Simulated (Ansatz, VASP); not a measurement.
Two plane-wave programs on Be5Ir

File INCAR:

```
ALGO = Fast
EDIFF = 1E-7
EDIFFG = -0.01
ENCUT = 600
GGA = PE
IBRION = 2
ISIF = 3
ISMEAR = 0
LASPH = True
LCHARG = False
LREAL = False
LWAVE = False
NELM = 60
NSW = 100
PREC = Accurate
SIGMA = 0.1
```

Contents of KPOINTS:

```
k-points
0
Gamma
  12 12 10
```

The input POSCAR:

```
Be5Ir
1.0
    4.1994099950      0.0000000000      0.0000000000
   -2.0997049975      3.6367957366      0.0000000000
    0.0000000000      0.0000000000      3.5276257317
Be Ir
5 1
Direct
    0.6666666667      0.3333333333      0.5000000000
    0.3333333333      0.6666666667      0.5000000000
    0.0000000000      0.6015351030      0.0000000000
    0.6015351030      0.0000000000      0.0000000000
    0.3984648970      0.3984648970      0.0000000000
    0.0000000000      0.0000000000      0.5000000000
```

Input for Ansatz:

```yaml
crystal:
  lattice:
    - [4.199409995, 0.0, 0.0]
    - [-2.0997049975, 3.6367957366, 0.0]
    - [0.0, 0.0, 3.5276257317]
  atoms:
    - { symbol: Be, position: [0.6666666667, 0.3333333333, 0.5] }
    - { symbol: Be, position: [0.3333333333, 0.6666666667, 0.5] }
    - { symbol: Be, position: [0.0, 0.601535103, 0.0] }
    - { symbol: Be, position: [0.601535103, 0.0, 0.0] }
    - { symbol: Be, position: [0.398464897, 0.398464897, 0.0] }
    - { symbol: Ir, position: [0.0, 0.0, 0.5] }
basis:
  ecutwfc: 420
kpoints:
  mp_grid: { grid: [12, 12, 10] }
hamiltonian:
  xc: pbe
scf:
  occupations: { method: gaussian, width: 0.1 }
output:
  forces: true
  stress: true
  eigenvalues: true
  write_density: true
  write_potential: true
  elf: true
  volumetric_format: npy
relax:
  adjacent_minimum: "off"
  f_tol: 0.01
  max_steps: 80
  cell: { stress_tol: 0.05 }
```

Change from the starting cell: the structure that the rattled cell fell into.

Alike in both runs: task relaxation of cell and atoms; functional PBE; k mesh 12 × 12 × 10; occupations gaussian, width 0.1 eV; no spin polarisation.

|  | VASP | Ansatz |
| --- | --- | --- |
| version | VASP 6.6.1 | Ansatz 0.2.0 |
| potentials or method | VASP PAW PBE potentials, release 64 (Be, Ir), cutoff 600 eV | scalar-relativistic, plane waves, PAW |
| valence electrons in the cell | 19 | 27 |

Ansatz gave:

| Property | Result |
| --- | --- |
| gap on the k mesh at the Fermi level, each at its own relaxed structure (eV) | none |
| relaxed volume (Å³/atom) | 9.01 |
| relaxed cell length with the largest relative difference (Å) | 4.196 |

Problem. Estimate VASP's values.

Solution. gap on the k mesh at the Fermi level, each at its own relaxed structure (eV): none; relaxed volume (Å³/atom): 9.02; relaxed cell length with the largest relative difference (Å): 4.199.

A gap of «none» marks a metal or a gap that the smearing closes. VASP's potentials hold 19 valence electrons a cell and Ansatz's 27, so a difference there can come from the potentials and not from the codes.

Spin-orbit coupling is off throughout.
